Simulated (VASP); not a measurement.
# MgS (Fm-3m) in VASP: further runs, part 2 of 2

VASP 6.6.1. The steps go on from the part before.

## Step 5: Single point, PBE+D3(BJ)

This run uses another cell than the first one, of 17.13 Å³/atom, 1.036 times its volume.

INCAR reads:

```
PREC = Accurate
ENCUT = 600
EDIFF = 1E-6
ISMEAR = 0
SIGMA = 0.05
LREAL = F
LASPH = T
NELM = 120
ALGO = Normal
ISIF = 2
LWAVE = F
LCHARG = F
GGA = PE
IVDW = 12
NBANDS = 11
GGA_COMPAT = F
```

KPOINTS reads:

```
regular mesh
0
Gamma
  8 8 8
```

POSCAR reads:

```
MgS
1.0
    0.0000000000      2.5776482257      2.5776482257
    2.5776482257      0.0000000000      2.5776482257
    2.5776482257      2.5776482257      0.0000000000
Mg S
1 1
Direct
    0.0000000000      0.0000000000      0.0000000000
    0.5000000000      0.5000000000      0.5000000000
```

Potentials or basis: VASP PAW PBE potentials, release 64 (Mg, S).

Run with:

```bash
cat potpaw_PBE.64/Mg/POTCAR potpaw_PBE.64/S/POTCAR > POTCAR
mpirun -np 1 vasp_std > vasp.out
```

OUTCAR:

```text
PREC = Accurate
   ENCUT = 600
   EDIFF = 1E-6
   ISMEAR = 0
   LREAL = F
   LASPH = T
   NELM = 120
   ISIF = 2
   GGA = PE
   IVDW = 12
 IVDW          = 12

 ion  position               nearest neighbor table
   1  0.000  0.000  0.000-   2 2.58   2 2.58   2 2.58   2 2.58   2 2.58   2 2.58
   2  0.500  0.500  0.500-   1 2.58   1 2.58   1 2.58   1 2.58   1 2.58   1 2.58

  LATTYP: Found a face centered cubic cell.
 ALAT       =     5.1552964514

  Lattice vectors:

 A1 = (   0.0000000000,   2.5776482257,   2.5776482257)
 A2 = (   2.5776482257,   0.0000000000,   2.5776482257)
 A3 = (   2.5776482257,   2.5776482257,   0.0000000000)

Analysis of symmetry for initial positions (statically):
=====================================================================
 Subroutine PRICEL returns:
 Original cell was already a primitive cell.

 Routine SETGRP: Setting up the symmetry group for a
 face centered cubic supercell.

 Subroutine GETGRP returns: Found 48 space group operations
 (whereof 48 operations were pure point group operations)
 out of a pool of 48 trial point group operations.

The static configuration has the point symmetry O_h .

Analysis of symmetry for dynamics (positions and initial velocities):
=====================================================================
 Subroutine PRICEL returns:
 Original cell was already a primitive cell.

 Routine SETGRP: Setting up the symmetry group for a
 face centered cubic supercell.

 Subroutine GETGRP returns: Found 48 space group operations
 (whereof 48 operations were pure point group operations)
 out of a pool of 48 trial point group operations.

The dynamic configuration has the point symmetry O_h .

 Subroutine INISYM returns: Found 48 space group operations
 (whereof 48 operations are pure point group operations),
 and found     1 'primitive' translations

[... 121 lines left out ...]
   AEXX    =    0.0000 exact exchange contribution
   IVDW    =    12    specifies the selected vdW correction
   LEPSILON=     F    determine dielectric tensor
   LRPA    =     F    only Hartree local field effects (RPA)
 non-spin polarized calculation
 Gauss-broadening in eV      SIGMA  =   0.05
  energy-cutoff  :      600.00
  volume of cell :       34.25
 maximum number of plane-waves:      1162
 NGX is ok and might be reduce to    30
   NGX = 15   NGY = 15   NGZ = 15

 number of electron       8.0000000 magnetization

 Free energy of the ion-electron system (eV)
  ---------------------------------------------------
  ext. energy  EPLUGINS =         0.00000000
  ---------------------------------------------------
  free energy    TOTEN  =        -8.49006406 eV

  energy without entropy =       -8.49006406  energy(sigma->0) =       -8.49006406

 E-fermi :   4.1783     XC(G=0):  -9.8035

 val. band max:        3.9768151232   @ k =   0.0000   0.0000   0.0000
 cond. band min:       6.8122726330   @ k =   0.5000   0.5000   0.0000
 fundamental gap:      2.8354575098
 Fermi energy:         4.1783052601

 k-point     1 :       0.0000    0.0000    0.0000
  band No.  band energies     occupation
      1      -8.8512      2.00000
      2       3.9768      2.00000
      3       3.9768      2.00000
      4       3.9768      2.00000
      5       7.9108      0.00000
      6      11.9123      0.00000
      7      11.9123      0.00000
      8      11.9123      0.00000
      9      14.3563      0.00000
     10      14.3563      0.00000
     11      16.5800      0.00000
[... 309 lines left out ...]
 k-point    24 :      -0.3750    0.2500    0.1250
  band No.  band energies     occupation
      1      -7.2663      2.00000
      2      -0.4639      2.00000
      3       1.7581      2.00000
      4       2.7775      2.00000
      5       9.6154      0.00000
      6      10.1449      0.00000
      7      12.4834      0.00000
      8      13.5338      0.00000
      9      16.3658      0.00000
     10      17.5195      0.00000
     11      19.7216      0.00000

 [... further k-points ...]

------------------------ aborting loop because EDIFF is reached ----------------------------------------

 Edisp (eV)   -0.73132

 E8    (eV) :    -0.2943

  FORCE on cell =-STRESS in cart. coord.  units (eV):
  Direction    XX          YY          ZZ          XY          YZ          ZX
  --------------------------------------------------------------------------------------
  -------------------------------------------------------------------------------------
  Total      -0.06218    -0.06218    -0.06218     0.00000     0.00000    -0.00000
  in kB      -2.90826    -2.90826    -2.90826     0.00000     0.00000    -0.00000
  external pressure =       -2.91 kB  Pullay stress =        0.00 kB

 VOLUME and BASIS-vectors are now :
 -----------------------------------------------------------------------------
  energy-cutoff  :      600.00
  volume of cell :       34.25
      direct lattice vectors                 reciprocal lattice vectors
     0.000000000  2.577648226  2.577648226    -0.193975266  0.193975266  0.193975266
     2.577648226  0.000000000  2.577648226     0.193975266 -0.193975266  0.193975266
     2.577648226  2.577648226  0.000000000     0.193975266  0.193975266 -0.193975266

 POSITION                                       TOTAL-FORCE (eV/Angst)
 -----------------------------------------------------------------------------------
      0.00000      0.00000      0.00000         0.000000     -0.000000      0.000000
      2.57765      2.57765      2.57765        -0.000000      0.000000     -0.000000
 -----------------------------------------------------------------------------------
    total drift:                               -0.000000     -0.000000      0.000000

  FREE ENERGIE OF THE ION-ELECTRON SYSTEM (eV)
  ---------------------------------------------------
  free  energy   TOTEN  =        -9.2213806324 eV

  energy  without entropy=       -9.2213806324  energy(sigma->0) =       -9.22138063
```

It took 28 s on 1 thread of Intel Xeon 8259CL, shared host; peak memory 0.18 GiB.

What came out:

* Free energy: -9.2214 eV
* Pressure: -0.3 GPa
* Band gap on the k mesh: 2.84 eV, indirect (least direct gap 3.93 eV)
* Dispersion energy per atom: -0.366 eV

A k mesh can miss the band edges.

## Step 6: Single point, PBE+D3(BJ) (volume scaled by 0.98)

INCAR reads:

```
SYSTEM = MgS
ALGO = Normal
EDIFF = 1E-6
ENCUT = 600
GGA = PE
GGA_COMPAT = .False.
ISIF = 2
ISMEAR = 0
IVDW = 12
LASPH = .True.
LCHARG = .False.
LREAL = .False.
LWAVE = .False.
NBANDS = 11
NELM = 120
PREC = Accurate
SIGMA = 0.05
```

KPOINTS reads:

```
k-points
0
Gamma
  8 8 8
  0 0 0
```

POSCAR reads:

```
MgS
1.0
    0.0000000000      2.5603480519      2.5603480519
    2.5603480519      0.0000000000      2.5603480519
    2.5603480519      2.5603480519      0.0000000000
Mg S
1 1
Direct
    0.0000000000      0.0000000000      0.0000000000
    0.5000000000      0.5000000000      0.5000000000
```

Potentials or basis: VASP PAW PBE potentials, release 64 (Mg, S).

Run with:

```bash
cat potpaw_PBE.64/Mg/POTCAR potpaw_PBE.64/S/POTCAR > POTCAR
mpirun -np 1 vasp_std > vasp.out
```

Run time: 27 s. Hardware: 1 thread of Intel Xeon 8259CL, shared host; peak memory 0.18 GiB.

Results (log left out):

- Free energy: -9.2190 eV
- Pressure: 1.4 GPa
- Band gap on the k mesh: 2.88 eV, indirect (least direct gap 4.10 eV)
- Dispersion energy per atom: -0.373 eV

Levels at points of the mesh, in eV from the valence-band top:
| k point | band 1 | band 2 | band 3 | band 4 | band 5 | band 6 | band 7 | band 8 |
| --- | --- | --- | --- | --- | --- | --- | --- | --- |
| (0.00, 0.00, 0.00) | -12.95 | 0.00 | 0.00 | 0.00 | 4.10 | 7.92 | 7.92 | 7.92 |
| (0.50, 0.00, 0.00) | -11.52 | -5.09 | -0.65 | -0.65 | 4.62 | 6.96 | 6.96 | 10.64 |
| (0.50, 0.50, 0.00) | -11.11 | -4.45 | -1.79 | -1.79 | 2.88 | 4.24 | 12.49 | 12.96 |

Caveat: the cell differs from its parent crystal (volume scaled by 0.98).

## Step 7: The runs side by side

| level | potentials or basis | cell | gap on the mesh (eV) | pressure (GPa) |
| --- | --- | --- | --- | --- |
| LDA | VASP PAW LDA potentials, release 64 (Mg, S) | a = 3.603 Å, angles 60.0°, 2 atoms | 2.69 | 1.2 |
| LDA | VASP PAW LDA potentials, release 64 (Mg, S) | a = 3.651 Å, angles 60.0°, 2 atoms | 2.61 | -2.2 |
| LDA | VASP PAW LDA potentials, release 64 (Mg, S) | a = 3.578 Å, angles 60.0°, 2 atoms | 2.73 | 3.1 |
| PBE+D3(BJ) | VASP PAW PBE potentials, release 64 (Mg, S) | a = 3.645 Å, angles 60.0°, 2 atoms | 2.84 | -0.3 |
| PBE+D3(BJ) | VASP PAW PBE potentials, release 64 (Mg, S) | a = 3.621 Å, angles 60.0°, 2 atoms | 2.88 | 1.4 |

Alike in all rows: task single point; no spin polarisation; k mesh 8 × 8 × 8; cutoff (eV) 600; smearing gaussian 0.05 eV.

Total energies depend on the potentials used, so only differences within one code and one set of settings carry meaning.
